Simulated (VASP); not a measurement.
BeS (f.bd3): single point with PBE+D3(BJ)

Crystal: BeS (f.bd3).

```
CELL_PARAMETERS angstrom
0.00000 2.40772 2.40772
2.40772 0.00000 2.40772
2.40772 2.40772 0.00000
ATOMIC_POSITIONS crystal
Be 0.00000 0.00000 0.00000
S 0.25000 0.25000 0.25000
```

```json
{
  "Program": "VASP 6.6.1",
  "Task": "single point",
  "Functional": "PBE",
  "Dispersion": "D3(BJ)",
  "Potentials or basis": "VASP PAW PBE potentials, release 64 (Be, S)",
  "Cutoff": "600 eV",
  "k mesh": "8 × 8 × 8",
  "Occupations": "gaussian, width 0.02 eV",
  "Spin": "no spin polarisation",
  "Dipole correction": "no",
  "Further INCAR settings": "ALGO = Normal; EDIFF = 1e-06; NBANDS = 11"
}
```

```
Pressure                   : 0.1 GPa
Band gap on the k mesh     : 3.06 eV, indirect (least direct gap 5.66 eV)
Dispersion energy per atom : -0.308 eV
```

Levels at points of the mesh, in eV from the valence-band top:
| k point | band 1 | band 2 | band 3 | band 4 | band 5 | band 6 | band 7 | band 8 |
| --- | --- | --- | --- | --- | --- | --- | --- | --- |
| (0.00, 0.00, 0.00) | -13.84 | 0.00 | 0.00 | 0.00 | 5.66 | 5.66 | 5.66 | 6.07 |
| (0.50, 0.00, 0.00) | -12.17 | -5.93 | -1.06 | -1.06 | 5.56 | 6.56 | 6.56 | 11.31 |
| (0.50, 0.50, 0.00) | -11.60 | -5.13 | -2.72 | -2.72 | 3.06 | 4.90 | 12.96 | 12.96 |

Wall time 16 s on 1 thread of Intel Xeon 8259CL, with other jobs on the host, peak memory 0.16 GiB.

A k mesh can miss the band edges. As with any semilocal functional, this PBE gap is likely too small.
